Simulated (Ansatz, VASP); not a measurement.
CaO in VASP and in Ansatz

File POSCAR:

```
CaO
1.0
    0.0000000000      2.6067317412      2.6067317412
    2.6067317412      0.0000000000      2.6067317412
    2.6067317412      2.6067317412      0.0000000000
Ca O
1 1
Direct
    0.0000000000      0.0000000000      0.0000000000
    0.2500000000      0.2500000000      0.2500000000
```

INCAR.step1

```
PREC = Accurate
ENCUT = 520
ISMEAR = 0
SIGMA = 0.01
LREAL = F
LASPH = T
NELM = 80
NBANDS = 15
GGA = PE
ALGO = Normal
EDIFF = 1E-4
LWAVE = T
LCHARG = F
```

File INCAR.step2:

```
PREC = Accurate
ENCUT = 520
EDIFF = 1E-7
ISMEAR = 0
SIGMA = 0.01
LREAL = F
LASPH = T
NELM = 80
ALGO = Normal
ISIF = 2
LWAVE = F
LCHARG = T
METAGGA = R2SCAN
LMIXTAU = T
LELF = T
LVHAR = T
NBANDS = 15
ISTART = 1
```

Contents of KPOINTS:

```
Automatic mesh
0
Gamma
  8 8 8
```

Input for Ansatz:

```yaml
crystal:
  lattice:
    - [0.0, 2.6067317412, 2.6067317412]
    - [2.6067317412, 0.0, 2.6067317412]
    - [2.6067317412, 2.6067317412, 0.0]
  atoms:
    - { symbol: Ca, position: [0.0, 0.0, 0.0] }
    - { symbol: O, position: [0.25, 0.25, 0.25] }
kpoints:
  mp_grid: { grid: [8, 8, 8] }
  band_path:
    path:
      - [0.0, 0.0, 0.0]
      - [-0.5, -0.5, 0.0]
      - [-0.375, -0.375, 0.25]
      - [-0.375, 0.0, 0.375]
      - [0.0, 0.0, 0.5]
      - [-0.5, -0.25, 0.25]
      - [0.25, -0.5, -0.25]
    npoints: 1
hamiltonian:
  xc: r2scan
scf:
  occupations: { method: fixed }
  n_extra_bands: 4
output:
  forces: true
  stress: true
  eigenvalues: true
```

Alike in both runs: task single point; functional r2SCAN; k mesh 8 × 8 × 8; no spin polarisation.

|  | VASP | Ansatz |
| --- | --- | --- |
| version | VASP 6.6.1 | Ansatz 0.2.0 |
| potentials or method | VASP PAW PBE potentials, release 64 (Ca_sv, O) | plane waves, PAW |
| plane-wave cutoff (eV) | 520 | 500 |
| occupations | gaussian, width 0.01 eV | fixed |
| valence electrons in the cell | 16 | 16 |

|  | VASP | Ansatz | Ansatz less VASP |
| --- | --- | --- | --- |
| gap on the k mesh at the Fermi level (eV) | 3.73 | 3.76 | +0.026 |
| pressure (GPa) | 0.9 | 0.0 | -0.93 |

VASP's potentials were made for PBE, not for r2SCAN.
